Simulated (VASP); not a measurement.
Here is a VASP 6.6.1 calculation.

INCAR

```
PREC = Accurate
ENCUT = 520
EDIFF = 1E-6
ISMEAR = -1
SIGMA = 0.05
LREAL = False
LASPH = True
NELM = 80
ALGO = Normal
ISIF = 2
LWAVE = False
LCHARG = False
NBANDS = 12
```

The input KPOINTS:

```
regular mesh
0
Gamma
  11 11 11
```

The input POSCAR:

```
LiF
1.0
    0.0000000000      2.0535002244      2.0535002244
    2.0535002244      0.0000000000      2.0535002244
    2.0535002244      2.0535002244      0.0000000000
F Li
1 1
Direct
    0.5000000000      0.5000000000      0.5000000000
    0.0000000000      0.0000000000      0.0000000000
```

Potentials or basis: VASP PAW LDA potentials, release 64 (F, Li_sv).

The run is started by

```sh
$ cat potpaw_LDA.64/F/POTCAR potpaw_LDA.64/Li_sv/POTCAR > POTCAR
$ mpirun -np 1 vasp_std > vasp.out
```

Q: Estimate the band gap on the k mesh.

A: 8.33 eV, direct.

 A k mesh can miss the band edges.
